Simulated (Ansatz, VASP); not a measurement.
**Two plane-wave programs on LiF**

File INCAR:

```
  PREC = Accurate
  ENCUT = 750
  EDIFF = 1E-7
  ISMEAR = 0
  SIGMA = 0.02
  LREAL = F
  LASPH = T
  NELM = 120
  ALGO = Normal
  ISIF = 3
  LWAVE = F
  LCHARG = F
  GGA = PE
  IVDW = 12
  IBRION = 2
  NSW = 100
  EDIFFG = -0.002
  GGA_COMPAT = F
  NELMIN = 4
```

The input KPOINTS:

```
Automatic mesh
0
Gamma
  10 10 10
```

File POSCAR:

```
LiF
1.0
    0.0000000000      2.0417135700      2.0417135700
    2.0417135700      0.0000000000      2.0417135700
    2.0417135700      2.0417135700      0.0000000000
Li F
1 1
Direct
    0.0000000000      0.0000000000      0.0000000000
    0.5000000000      0.5000000000      0.5000000000
```

Input for Ansatz:

```yaml
crystal:
  lattice:
    - [0.0, 2.04171357, 2.04171357]
    - [2.04171357, 0.0, 2.04171357]
    - [2.04171357, 2.04171357, 0.0]
  atoms:
    - { symbol: Li, position: [0.0, 0.0, 0.0] }
    - { symbol: F, position: [0.5, 0.5, 0.5] }
basis:
  ecutwfc: 420
kpoints:
  mp_grid: { grid: [10, 10, 10] }
hamiltonian:
  xc: pbe
  dispersion: d3bj
  pseudopotentials: { kind: paw, azcp: { folder: soft_1 } }
scf:
  occupations: { method: gaussian, width: 0.02 }
output:
  forces: true
  stress: true
  eigenvalues: true
relax:
  adjacent_minimum: "off"
  f_tol: 0.002
  max_steps: 80
  cell: { stress_tol: 0.02 }
```

Alike in both runs: task relaxation of cell and atoms; functional PBE; dispersion D3(BJ); k mesh 10 × 10 × 10; occupations gaussian, width 0.02 eV; no spin polarisation.

|  | VASP | Ansatz |
| --- | --- | --- |
| version | VASP 6.6.1 | Ansatz 0.2.0 |
| potentials or method | VASP PAW PBE potentials, release 64 (Li_sv, F), cutoff 750 eV | scalar-relativistic, plane waves, PAW |
| valence electrons in the cell | 10 | 10 |

|  | VASP | Ansatz | Ansatz less VASP |
| --- | --- | --- | --- |
| gap on the k mesh at the Fermi level, each at its own relaxed structure (eV) | 9.33 | 9.29 | -0.042 |
| relaxed volume (Å³/atom) | 7.94 | 8.00 | +0.054 |
| relaxed cell length with the largest relative difference (Å) | 2.822 | 2.828 | +0.0064 |
